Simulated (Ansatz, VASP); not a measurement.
# SiGe3: VASP beside Ansatz

```
CELL_PARAMETERS angstrom
3.96991 0.00000 0.00000
0.00000 3.96991 0.00000
0.00000 0.00000 5.59395
ATOMIC_POSITIONS crystal
Si 0.00000 0.00000 0.00000
Ge 0.00000 0.50000 0.24429
Ge 0.50000 0.50000 0.50000
Ge 0.50000 0.00000 0.75571
```

Alike in both runs: task single point; functional PBE; k mesh 6 × 6 × 6; occupations fermi-dirac, width 0.02 eV; non-collinear spin, spin-orbit coupling.

```csv
,VASP,Ansatz
version,VASP 6.6.1,Ansatz 0.2.0
potentials or method,"VASP PAW PBE potentials, release 64 (Si, Ge_d)","plane waves, PAW"
plane-wave cutoff (eV),520,420
valence electrons in the cell,46,46
```

Ansatz gave:

- pressure (GPa): 2.6
- rms of the force components (eV/Å): 0.027
- net moment per atom (μB): 0.00

Question: What did VASP give for the same quantities?

Answer: Pressure (GPa): 2.6; rms of the force components (eV/Å): 0.029; net moment per atom (μB): 0.00.

Atom by atom the forces differ by 0.002 eV/Å (rms over components).
